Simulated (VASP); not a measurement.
# AlN (lda) (F-43m) in VASP: notebook

The runs below take AlN (lda) through single point, relaxation of cell and atoms, with LDA.

Program: VASP 6.6.1. These are calculated values, not measurements. Logs are shortened: lines on timing, memory, paths and dates and some standing lists are left out, and cuts for length are marked.

### 1 The cell of the first run

The structure is cubic, space group F-43m (No. 216). Conventional cell: a = 4.342 Å, b = 4.342 Å, c = 4.342 Å, α = 90.00°, β = 90.00°, γ = 90.00°. Al (site symmetry -43m) has 4 N at 1.88 Å within 2.5 Å. Within 2.5 Å of N (site symmetry -43m) lie 4 Al at 1.88 Å.

### 2 Single point, LDA

The input, INCAR:

```
PREC = Accurate
ENCUT = 600
EDIFF = 1E-6
ISMEAR = 0
SIGMA = 0.02
LREAL = F
LASPH = T
NELM = 120
ALGO = Normal
ISIF = 2
LWAVE = F
LCHARG = F
NBANDS = 11
GGA_COMPAT = F
```

The input, KPOINTS:

```
regular mesh
0
Gamma
  8 8 8
```

The input, POSCAR:

```
AlN
1.0
    0.0000000000      2.1710418872      2.1710418872
    2.1710418872      0.0000000000      2.1710418872
    2.1710418872      2.1710418872      0.0000000000
Al N
1 1
Direct
    0.0000000000      0.0000000000      0.0000000000
    0.2500000000      0.2500000000      0.2500000000
```

Potentials or basis: VASP PAW LDA potentials, release 64 (Al, N).

Launch:

```bash
$ cat potpaw_LDA.64/Al/POTCAR potpaw_LDA.64/N/POTCAR > POTCAR
$ mpirun -np 1 vasp_std > vasp.out
```

OUTCAR:

```text
PREC = Accurate
   ENCUT = 600
   EDIFF = 1E-6
   ISMEAR = 0
   LREAL = F
   LASPH = T
   NELM = 120
   ISIF = 2

 ion  position               nearest neighbor table
   1  0.000  0.000  0.000-   2 1.88   2 1.88   2 1.88   2 1.88
   2  0.250  0.250  0.250-   1 1.88   1 1.88   1 1.88   1 1.88

  LATTYP: Found a face centered cubic cell.
 ALAT       =     4.3420837744

  Lattice vectors:

 A1 = (   0.0000000000,   2.1710418872,   2.1710418872)
 A2 = (   2.1710418872,   0.0000000000,   2.1710418872)
 A3 = (   2.1710418872,   2.1710418872,   0.0000000000)

Analysis of symmetry for initial positions (statically):
=====================================================================
 Subroutine PRICEL returns:
 Original cell was already a primitive cell.

 Routine SETGRP: Setting up the symmetry group for a
 face centered cubic supercell.

 Subroutine GETGRP returns: Found 24 space group operations
 (whereof 24 operations were pure point group operations)
 out of a pool of 48 trial point group operations.

The static configuration has the point symmetry T_d .

Analysis of symmetry for dynamics (positions and initial velocities):
=====================================================================
 Subroutine PRICEL returns:
 Original cell was already a primitive cell.

 Routine SETGRP: Setting up the symmetry group for a
 face centered cubic supercell.

 Subroutine GETGRP returns: Found 24 space group operations
 (whereof 24 operations were pure point group operations)
 out of a pool of 48 trial point group operations.

The dynamic configuration has the point symmetry T_d .

 Subroutine INISYM returns: Found 24 space group operations
 (whereof 24 operations are pure point group operations),
 and found     1 'primitive' translations

----------------------------------------------------------------------------------------

                                     Primitive cell

  volume of cell :      20.4661

  direct lattice vectors                    reciprocal lattice vectors
     0.000000000  2.171041887  2.171041887    -0.230304170  0.230304170  0.230304170
     2.171041887  0.000000000  2.171041887     0.230304170 -0.230304170  0.230304170
     2.171041887  2.171041887  0.000000000     0.230304170  0.230304170 -0.230304170

  length of vectors
     3.070316881  3.070316881  3.070316881     0.398898524  0.398898524  0.398898524

  position of ions in fractional coordinates (direct lattice)
     0.000000000  0.000000000  0.000000000
     0.250000000  0.250000000  0.250000000

  ion indices of the primitive-cell ions
   primitive index   ion index
                 1           1
                 2           2

----------------------------------------------------------------------------------------

 KPOINTS: regular mesh

Automatic generation of k-mesh.
 Grid dimensions read from file:
 generate k-points for:    8    8    8

 Generating k-lattice:

  Cartesian coordinates                     Fractional coordinates (reciprocal lattice)
    -0.028788021  0.028788021  0.028788021     0.125000000  0.000000000  0.000000000
     0.028788021 -0.028788021  0.028788021     0.000000000  0.125000000  0.000000000
     0.028788021  0.028788021 -0.028788021     0.000000000  0.000000000  0.125000000

  Length of vectors
     0.049862315  0.049862315  0.049862315

  Shift w.r.t. Gamma in fractional coordinates (k-lattice)
     0.000000000  0.000000000  0.000000000

 Subroutine IBZKPT returns following result:
 ===========================================

 Found     29 irreducible k-points:

 Following reciprocal coordinates:
            Coordinates               Weight
  0.000000  0.000000  0.000000      1.000000
  0.125000  0.000000  0.000000      8.000000
  0.250000  0.000000  0.000000      8.000000
  0.375000  0.000000  0.000000      8.000000
  0.500000  0.000000  0.000000      4.000000
  0.125000  0.125000  0.000000      6.000000
[... 16 lines left out ...]
  0.500000  0.250000  0.125000     48.000000
 -0.375000  0.250000  0.125000     24.000000
 [... further k-points ...]
   k-points           NKPTS =     29   k-points in BZ     NKDIM =     29   number of bands    NBANDS=     11
   number of dos      NEDOS =    301   number of ions     NIONS =      2
   total plane-waves  NPLWV =  21952
   dimension x,y,z NGX =    28 NGY =   28 NGZ =   28
   dimension x,y,z NGXF=    56 NGYF=   56 NGZF=   56
   ions per type =               1   1
   NGX,Y,Z   is equivalent  to a cutoff of  15.16, 15.16, 15.16 a.u.
   NGXF,Y,Z  is equivalent  to a cutoff of  30.32, 30.32, 30.32 a.u.
 SYSTEM =  unknown system
   PREC   = accura    normal or accurate (medium, high low for compatibility)
   ISTART =      0    job   : 0-new  1-cont  2-samecut
   ICHARG =      2    charge: 1-file 2-atom 10-const
   ISPIN  =      1    spin polarized calculation?
   LNONCOLLINEAR =      F non collinear calculations
   LSORBIT =      F    spin-orbit coupling
   LASPH  =      T    aspherical Exc in radial PAW
   ENCUT  =  600.0 eV  44.10 Ry    6.64 a.u.   6.13  6.13  6.13*2*pi/ulx,y,z
   NELM   =    120;   NELMIN=  2; NELMDL= -5     # of ELM steps
   EDIFF  = 0.1E-05   stopping-criterion for ELM
   LREAL  =      F    real-space projection
   EDIFFG = 0.1E-04   stopping-criterion for IOM
   NSW    =      0    number of steps for IOM
   IBRION =     -1    ionic relax: 0-MD 1-quasi-New 2-CG
   NFREE  =      0    steps in history (QN), initial steepest desc. (CG)
   ISIF   =      2    stress and relaxation
   ISYM   =      2    0-nonsym 1-usesym 2-fastsym
   POTIM  = 0.5000    time-step for ionic-motion
   TEBEG  =    0.0;   TEEND  =   0.0 temperature during run
   PSTRESS=    0.0 pullay stress
   NELECT =       8.0000    total number of electrons
   NUPDOWN=      -1.0000    fix difference up-down
   EMIN   =  10.00;   EMAX   =-10.00  energy-range for DOS
   EFERMI =   0.00;   METHOD = LEGACY
   ISMEAR =     0;   SIGMA  =   0.02  broadening in eV -4-tet -1-fermi 0-gaus
   EFERMI_NEDOS =   21; number of points for ismear=-14 and -15
   IALGO  =     38    algorithm
   IMIX   =      4    mixing-type and parameters
     AMIX     =   0.40;   BMIX     =  1.00
     AMIX_MAG =   1.60;   BMIX_MAG =  1.00
  volume/ion in A,a.u.               =      10.23        69.06
  Fermi-wavevector in a.u.,A,eV,Ry     =   1.196998  2.261998 19.494473  1.432803
  Thomas-Fermi vector in A             =   2.332924
   LORBIT       =      0    0 simple, 1 ext, 2 COOP (PROOUT), +10 PAW based schemes
   GGA     = CA    functional components
   LHFCALC =     F    Hartree Fock is set to
   AEXX    =    0.0000 exact exchange contribution
   IVDW    =     0    specifies the selected vdW correction
   LEPSILON=     F    determine dielectric tensor
   LRPA    =     F    only Hartree local field effects (RPA)
 non-spin polarized calculation
 Gauss-broadening in eV      SIGMA  =   0.02
  energy-cutoff  :      600.00
  volume of cell :       20.47
 maximum number of plane-waves:       701
 NGX is ok and might be reduce to    28
   NGX = 13   NGY = 13   NGZ = 13

 number of electron       8.0000000 magnetization

 Free energy of the ion-electron system (eV)
  ---------------------------------------------------
  ext. energy  EPLUGINS =         0.00000000
  ---------------------------------------------------
  free energy    TOTEN  =       -16.37589925 eV

  energy without entropy =      -16.37589925  energy(sigma->0) =      -16.37589925

 E-fermi :   6.0233     XC(G=0): -11.3442

 val. band max:        5.8780904641   @ k =   0.0000   0.0000   0.0000
 cond. band min:       9.1088389304   @ k =   0.5000   0.5000   0.0000
 fundamental gap:      3.2307484663
 Fermi energy:         6.0233160720

 k-point     1 :       0.0000    0.0000    0.0000
  band No.  band energies     occupation
      1      -9.0503      2.00000
      2       5.8781      2.00000
      3       5.8781      2.00000
      4       5.8781      2.00000
      5      10.2727      0.00000
      6      18.3875      0.00000
      7      18.3875      0.00000
      8      18.3875      0.00000
      9      23.5432      0.00000
     10      23.5432      0.00000
     11      24.9625      0.00000

 k-point     2 :       0.1250    0.0000    0.0000
  band No.  band energies     occupation
      1      -8.8132      2.00000
      2       4.7019      2.00000
      3       5.7982      2.00000
      4       5.7982      2.00000
      5      11.1846      0.00000
      6      17.8243      0.00000
      7      18.5614      0.00000
      8      18.5614      0.00000
      9      21.9917      0.00000
     10      21.9917      0.00000
     11      23.9019      0.00000

 k-point     3 :       0.2500    0.0000    0.0000
  band No.  band energies     occupation
      1      -8.1592      2.00000
      2       2.5876      2.00000
      3       5.6184      2.00000
      4       5.6184      2.00000
      5      12.4570      0.00000
      6      16.8333      0.00000
      7      18.1471      0.00000
      8      18.1471      0.00000
      9      22.1196      0.00000
     10      22.1196      0.00000
     11      23.1132      0.00000

 k-point     4 :       0.3750    0.0000    0.0000
  band No.  band energies     occupation
      1      -7.3206      2.00000
      2       0.7067      2.00000
      3       5.4547      2.00000
      4       5.4547      2.00000
      5      13.1309      0.00000
      6      16.0681      0.00000
      7      17.2941      0.00000
      8      17.2941      0.00000
      9      23.4096      0.00000
     10      24.1573      0.00000
     11      24.1573      0.00000

 k-point     5 :       0.5000    0.0000    0.0000
  band No.  band energies     occupation
      1      -6.8756      2.00000
      2      -0.1073      2.00000
      3       5.3910      2.00000
      4       5.3910      2.00000
      5      13.3090      0.00000
      6      15.7652      0.00000
      7      16.9521      0.00000
      8      16.9521      0.00000
      9      23.8544      0.00000
     10      25.9258      0.00000
     11      25.9258      0.00000
[... 211 lines left out ...]
 k-point    21 :       0.5000    0.5000    0.0000
  band No.  band energies     occupation
      1      -6.1980      2.00000
      2       0.8678      2.00000
      3       4.0661      2.00000
      4       4.0661      2.00000
      5       9.1088      0.00000
      6      14.3952      0.00000
      7      19.8706      0.00000
      8      21.5866      0.00000
      9      21.5866      0.00000
     10      29.7101      0.00000
     11      29.7949      0.00000

 k-point    22 :       0.3750    0.2500    0.1250
  band No.  band energies     occupation
      1      -7.6305      2.00000
      2       2.2845      2.00000
      3       4.3640      2.00000
      4       5.2647      2.00000
      5      12.7248      0.00000
      6      16.4134      0.00000
      7      16.6870      0.00000
      8      19.1201      0.00000
      9      20.4934      0.00000
     10      24.9706      0.00000
     11      27.5501      0.00000

 k-point    23 :       0.5000    0.2500    0.1250
  band No.  band energies     occupation
      1      -6.9030      2.00000
      2       1.1750      2.00000
      3       3.7626      2.00000
      4       4.9270      2.00000
      5      12.8966      0.00000
      6      15.5332      0.00000
      7      17.4091      0.00000
      8      18.7258      0.00000
      9      21.8869      0.00000
     10      25.4992      0.00000
     11      27.6958      0.00000

 k-point    24 :      -0.3750    0.2500    0.1250
  band No.  band energies     occupation
      1      -6.5354      2.00000
      2       0.6208      2.00000
      3       3.6095      2.00000
      4       4.7345      2.00000
      5      12.9292      0.00000
      6      15.1584      0.00000
      7      18.0432      0.00000
      8      18.5357      0.00000
      9      23.0353      0.00000
     10      24.6292      0.00000
     11      27.9455      0.00000

 [... further k-points ...]
[... 5 lines left out ...]
  --------------------------------------------------------------------------------------
  -------------------------------------------------------------------------------------
  Total        0.0730687      0.0730687      0.0730687      0.0000000      0.0000000      0.0000000
  in kB        5.7201514      5.7201514      5.7201514      0.0000000      0.0000000      0.0000000
  external PRESSURE =       5.7201514 kB  Pullay stress =       0.0000000 kB

 VOLUME and BASIS-vectors are now :
 -----------------------------------------------------------------------------
  energy-cutoff  :      600.00
  volume of cell :       20.47
      direct lattice vectors                 reciprocal lattice vectors
     0.000000000  2.171041887  2.171041887    -0.230304170  0.230304170  0.230304170
     2.171041887  0.000000000  2.171041887     0.230304170 -0.230304170  0.230304170
     2.171041887  2.171041887  0.000000000     0.230304170  0.230304170 -0.230304170

 POSITION                                       TOTAL-FORCE (eV/Angst)
 -----------------------------------------------------------------------------------
      0.00000      0.00000      0.00000        -0.000000     -0.000000     -0.000000
      1.08552      1.08552      1.08552         0.000000      0.000000      0.000000
 -----------------------------------------------------------------------------------
    total drift:                               -0.000000     -0.000000     -0.000000

  FREE ENERGIE OF THE ION-ELECTRON SYSTEM (eV)
  ---------------------------------------------------
  free  energy   TOTEN  =       -16.3758992512 eV

  energy  without entropy=      -16.3758992512  energy(sigma->0) =      -16.37589925
```

Run time: 14 s. Hardware: 1 thread of AMD EPYC 7R13, shared host; peak memory 0.1 GiB.

What came out:

```yaml
Free_energy: -16.3759 eV
Pressure: 0.6 GPa
Band_gap_on_the_k_mesh: 3.23 eV, indirect (least direct gap 4.39 eV)
```

A k mesh can miss the band edges. LDA gaps usually lie below the measured ones, often by a third to a half.

(Part 1 of 2 ends here.)
